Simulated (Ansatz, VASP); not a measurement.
# MgS: VASP beside Ansatz

Contents of POSCAR:

```
MgS
1.0
    4.0346224068      0.0000000000      0.0000000000
   -2.0173112034      3.4940854990      0.0000000000
    0.0000000000      0.0000000000      6.4322941800
Mg S
2 2
Direct
    0.6666666667      0.3333333333      0.4957548500
    0.3333333333      0.6666666667      0.9957548500
    0.3333333333      0.6666666667      0.3792441500
    0.6666666667      0.3333333333      0.8792441500
```

File INCAR.step1:

```
PREC = Accurate
ENCUT = 660
ISMEAR = 0
SIGMA = 0.01
LREAL = F
LASPH = T
NELM = 120
NBANDS = 16
GGA = PE
ALGO = Normal
EDIFF = 1E-5
LWAVE = T
LCHARG = F
GGA_COMPAT = F
```

File INCAR.step2:

```
PREC = Accurate
ENCUT = 660
EDIFF = 1E-6
ISMEAR = 0
SIGMA = 0.01
LREAL = F
LASPH = T
NELM = 120
ALGO = Normal
ISIF = 2
LWAVE = F
LCHARG = F
METAGGA = R2SCAN
LMIXTAU = T
NBANDS = 16
ISTART = 1
GGA_COMPAT = F
```

The input KPOINTS:

```
regular mesh
0
Gamma
  3 3 1
```

Input for Ansatz:

```yaml
crystal:
  lattice:
    - [4.0346224068, 0.0, 0.0]
    - [-2.0173112034, 3.494085499, 0.0]
    - [0.0, 0.0, 6.43229418]
  atoms:
    - { symbol: Mg, position: [0.6666666667, 0.3333333333, 0.49575485] }
    - { symbol: Mg, position: [0.3333333333, 0.6666666667, 0.99575485] }
    - { symbol: S, position: [0.3333333333, 0.6666666667, 0.37924415] }
    - { symbol: S, position: [0.6666666667, 0.3333333333, 0.87924415] }
  symmetry: { detect: true }
basis:
  ecutwfc: 500
kpoints:
  mp_grid: { grid: [3, 3, 1] }
hamiltonian:
  xc: r2scan
scf:
  occupations: { method: fixed }
  max_iter: 30
  convergence: { dr2_threshold: "1e-10 eV" }
output:
  forces: true
  stress: true
  eigenvalues: true
```

Alike in both runs: task single point; functional r2SCAN; k mesh 3 × 3 × 1; no spin polarisation.

|  | VASP | Ansatz |
| --- | --- | --- |
| version | VASP 6.6.1 | Ansatz 0.2.0 |
| potentials or method | VASP PAW PBE potentials, release 64 (Mg, S), cutoff 660 eV | scalar-relativistic, plane waves, PAW |
| occupations | gaussian, width 0.01 eV | fixed |
| valence electrons in the cell | 16 | 32 |

```csv
,VASP,Ansatz,Ansatz less VASP
gap on the k mesh at the Fermi level (eV),4.10,4.11,+0.013
least direct gap on the mesh (eV),4.10,4.11,+0.013
pressure (GPa),-0.3,-0.1,+0.27
"traceless stress, the component that is largest in VASP (GPa)",-1.50,-1.51,-0.005
rms of the force components (eV/Å),0.032,0.031,-0.0002
```

VASP's potentials were made for PBE, not for r2SCAN. Atom by atom the forces differ by 0.000 eV/Å (rms over components). VASP's potentials hold 16 valence electrons a cell and Ansatz's 32, so a difference there can come from the potentials and not from the codes.

The k mesh is coarse, so the values compare programs but aren't converged.
